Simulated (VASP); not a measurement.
Write the native input for VASP 6.6.1 that does the following.

```yaml
Task: single point
Functional: PBE
Dispersion: D3(BJ)
Potentials_or_basis: VASP PAW PBE potentials, release 64 (Al)
Cutoff: 520 eV
k_mesh: 24 × 24 × 12
Occupations: gaussian, width 0.1 eV
Spin: no spin polarisation
Dipole_correction: no
Further_INCAR_settings: ALGO = Fast; EDIFF = 1e-07; NBANDS = 10
```

The structure of Al lies in POSCAR:

```
Al
1.0
    2.8599001185      0.0000000000      0.0000000000
   -1.4299500592      2.4160415923      0.0000000000
    0.0000000000      0.0000000000      4.6530164067
Al
2
Direct
    0.6668792754      0.3339562222      0.7500000000
    0.3331207246      0.6660437778      0.2500000000
```

This cell differs from its parent crystal: uniaxial strain along a: +2.0 %.

These files were run (other wordings do the same):

INCAR

```
SYSTEM = Al
PREC = Accurate
ENCUT = 520
EDIFF = 1E-7
ISMEAR = 0
SIGMA = 0.1
LREAL = .False.
LASPH = .True.
NELM = 60
ALGO = Fast
ISIF = 2
LWAVE = .False.
LCHARG = .False.
GGA = PE
IVDW = 12
NBANDS = 10
```

KPOINTS

```
Automatic mesh
0
Gamma
  24 24 12
  0 0 0
```

Potentials or basis: VASP PAW PBE potentials, release 64 (Al).

Run with:

```bash
$ cat potpaw_PBE.64/Al/POTCAR > POTCAR
$ mpirun -np 1 vasp_std > vasp.out
```

It gave:

| Item | Value |
| --- | --- |
| Pressure | -0.8 GPa |
| Largest force | 0.004 eV/Å |
| Band gap on the k mesh | zero (bands 3 and 4 overlap by 7.54 eV) |
| Dispersion energy per atom | -0.346 eV |

Caveat: the cell differs from its parent crystal (uniaxial strain along a: +2.0 %).

Wall time 14 min on 1 thread of Oxide Virtual Turin-like Processor (shared host), peak memory 0.57 GiB.
